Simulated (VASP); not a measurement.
The system is Be3Nb2P4.

```
CELL_PARAMETERS angstrom
0.00000 4.55244 5.62526
2.66373 0.00000 5.62526
2.66373 4.55244 0.00000
ATOMIC_POSITIONS crystal
Be 0.50000 0.50000 0.00000
Be 0.00000 0.00000 0.00000
Be 0.00000 0.00000 0.50000
Nb 0.64626 0.64626 0.35374
Nb 0.35374 0.35374 0.64626
P 0.05666 0.72136 0.27864
P 0.72136 0.05666 0.94334
P 0.94334 0.27864 0.72136
P 0.27864 0.94334 0.05666
```

| Property | Result |
| --- | --- |
| Program | VASP 6.6.1 |
| Task | relaxation of cell and atoms |
| Functional | PBE |
| Potentials or basis | VASP PAW PBE potentials, release 64 (Be, Nb_sv, P) |
| Cutoff | 600 eV |
| k mesh | 4 × 4 × 4 |
| Occupations | gaussian, width 0.1 eV |
| Spin | no spin polarisation |

At the start: pressure 3.4 GPa; volume 15.16 Å³/atom.

Problem. Where does the relaxation end?

Solution. Over 10 steps the energy falls by 939.7 meV/atom and the volume is 12.45 Å³/atom (-17.9 %); space group Fmmm (No. 69, to 0.05 Å).

The path:
| step | energy change (eV) | largest force (eV/Å) | pressure (GPa) | volume (Å³) |
| --- | --- | --- | --- | --- |
| 1 | 0.0000 | 6.3414 | 3.39 | 136.43 |
| 2 | -5.2476 | 1.4975 | -17.70 | 142.56 |
| 3 | -5.4154 | 0.8472 | -19.57 | 143.55 |
| 4 | -8.0002 | 1.3657 | 4.73 | 108.52 |
| 5 | -8.1766 | 0.9084 | -3.16 | 114.25 |
| 6 | -8.4086 | 0.5564 | 0.77 | 111.23 |
| 7 | -8.4161 | 0.4612 | 1.75 | 110.56 |
| 8 | -8.4468 | 0.2163 | -0.43 | 112.27 |
| 9 | -8.4472 | 0.1840 | -0.71 | 112.52 |
| 10 | -8.4577 | 0.0120 | 0.12 | 112.02 |

Final structure:
```cif
data_structure
_symmetry_space_group_name_H-M 'P 1'
_symmetry_Int_Tables_number 1
_cell_length_a 7.1713
_cell_length_b 6.3214
_cell_length_c 4.7155
_cell_angle_alpha 79.594
_cell_angle_beta 60.111
_cell_angle_gamma 40.296
_cell_volume 112.02
loop_
_atom_site_label
_atom_site_type_symbol
_atom_site_fract_x
_atom_site_fract_y
_atom_site_fract_z
_atom_site_occupancy
Be1 Be 0.50000 0.50000 0.00000 1
Be2 Be 0.00000 0.00000 0.00000 1
Be3 Be 0.00000 0.00000 0.50000 1
Nb1 Nb 0.65555 0.65555 0.34445 1
Nb2 Nb 0.34445 0.34445 0.65555 1
P1 P 0.01140 0.68373 0.31627 1
P2 P 0.68373 0.01140 0.98860 1
P3 P 0.98860 0.31627 0.68373 1
P4 P 0.31627 0.98860 0.01140 1
```

Caveat: the k points lie up to 0.41 Å⁻¹ apart in the final cell; the volume moved by over 15 % at a fixed basis, so the end points are rough.
